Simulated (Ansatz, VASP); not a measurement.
**Two plane-wave programs on In**

File INCAR:

```
  PREC = Accurate
  ENCUT = 520
  EDIFF = 1E-6
  ISMEAR = 1
  SIGMA = 0.6
  LREAL = F
  LASPH = T
  NELM = 100
  ALGO = Normal
  ISIF = 2
  LWAVE = F
  LCHARG = T
  LELF = T
  LVHAR = T
  NBANDS = 12
```

Contents of KPOINTS:

```
Automatic mesh
0
Gamma
  12 12 14
```

The input POSCAR:

```
In
1.0
   -1.6019898026      1.6281983263      2.4755659685
    1.6281983263     -1.6019898026      2.4755659685
    1.5260503434      1.5260503434     -2.4583443292
In
1
Direct
    0.0000000000      0.0000000000      0.0000000000
```

Input for Ansatz:

```yaml
crystal:
  lattice:
    - [-1.6019898026, 1.6281983263, 2.4755659685]
    - [1.6281983263, -1.6019898026, 2.4755659685]
    - [1.5260503434, 1.5260503434, -2.4583443292]
  atoms:
    - { symbol: In, position: [0.0, 0.0, 0.0] }
hamiltonian:
  xc: lda
  pseudopotentials:
    kind: paw
    azcp:
      In: "pseudopotentials/In.paw.azcp"
basis:
  ecutwfc: 420
  fft_grid_basis: typed
kpoints:
  mp_grid: { grid: [12, 12, 14], shift: [0, 0, 0] }
magnetization:
  spin_polarized: false
scf:
  occupations: { method: methfessel_paxton, width: 0.6 }
  lower_state_search: "off"
output:
  stress: true
```

Alike in both runs: task single point; functional LDA; k mesh 12 × 12 × 14; occupations methfessel-paxton of order 1, width 0.6 eV; no spin polarisation.

|  | VASP | Ansatz |
| --- | --- | --- |
| version | VASP 6.6.1 | Ansatz 0.2.0 |
| potentials or method | VASP PAW LDA potentials, release 64 (In_d), cutoff 520 eV | plane waves (420 eV) with PAW, scalar-relativistic |
| valence electrons in the cell | 13 | 13 |

|  | VASP | Ansatz | Ansatz less VASP |
| --- | --- | --- | --- |
| pressure (GPa) | 0.0 | 0.0 | -0.04 |
| traceless stress, the component that is largest in VASP (GPa) | 0.12 | 0.12 | +0.002 |

Ansatz warns that its potentials were made for another functional, while VASP's fit it. LDA's correlation is that of Perdew and Zunger in VASP and of Perdew and Wang (1992) in Ansatz.
